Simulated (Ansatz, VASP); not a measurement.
# Two plane-wave programs on Si

```
CELL_PARAMETERS angstrom
3.75311 0.00000 0.00000
-1.87655 3.25028 0.00000
0.00000 0.00000 6.20335
ATOMIC_POSITIONS crystal
Si 0.66667 0.33333 0.93699
Si 0.33333 0.66667 0.43699
Si 0.66667 0.33333 0.56301
Si 0.33333 0.66667 0.06301
```

Alike in both runs: task single point; functional PBE; k mesh 8 × 8 × 4; occupations fermi-dirac, width 0.05 eV; no spin polarisation.

|  | VASP | Ansatz |
| --- | --- | --- |
| version | VASP 6.6.1 | Ansatz 0.2.0 |
| potentials or method | VASP PAW PBE potentials, release 64 (Si) | Ansatz PAW soft_1 |
| plane-wave cutoff (eV) | 520 | 420 |
| valence electrons in the cell | 16 | 16 |

Ansatz gave:

- gap on the k mesh at the Fermi level (eV): 0.27
- least direct gap on the mesh (eV): 1.19
- pressure (GPa): 8.1
- rms of the force components (eV/Å): 0.011

Which values does VASP return?

gap on the k mesh at the Fermi level (eV): 0.27; least direct gap on the mesh (eV): 1.19; pressure (GPa): 8.0; rms of the force components (eV/Å): 0.011.

Atom by atom the forces differ by 0.001 eV/Å (rms over components).
